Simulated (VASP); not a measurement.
A run of VASP 6.6.1 is set up as follows.

INCAR

```
  PREC = Accurate
  ENCUT = 500
  EDIFF = 1E-7
  ISMEAR = 0
  SIGMA = 0.1
  LREAL = False
  LASPH = True
  NELM = 120
  ALGO = Normal
  ISIF = 3
  LWAVE = False
  LCHARG = False
  IBRION = 2
  NSW = 60
  EDIFFG = -0.03
  PSTRESS = 200.0
  GGA_COMPAT = False
  NELMIN = 4
```

Contents of KPOINTS:

```
regular mesh
0
Gamma
  12 12 12
```

File POSCAR:

```
Rh
1.0
   -1.5050000000      1.5050000000      1.5050000000
    1.5050000000     -1.5050000000      1.5050000000
    1.5050000000      1.5050000000     -1.5050000000
Rh
1
Direct
    0.0000000000      0.0000000000      0.0000000000
```

Potentials or basis: VASP PAW LDA potentials, release 64 (Rh_pv).

Run with:

```bash
$ cat potpaw_LDA.64/Rh_pv/POTCAR > POTCAR
$ mpirun -np 1 vasp_std > vasp.out
```

(1) Estimate the space group after relaxing (to 0.1 Å).

(2) Estimate the band gap on the k mesh.

(3) What does it give for the relaxed cell?

## Answers

(1) Im-3m (No. 229).

(2) zero (an odd number of electrons rules out a gap without spin polarisation).

(3) a = 2.555 Å, b = 2.555 Å, c = 2.555 Å, α = 109.47°, β = 109.47°, γ = 109.47°.
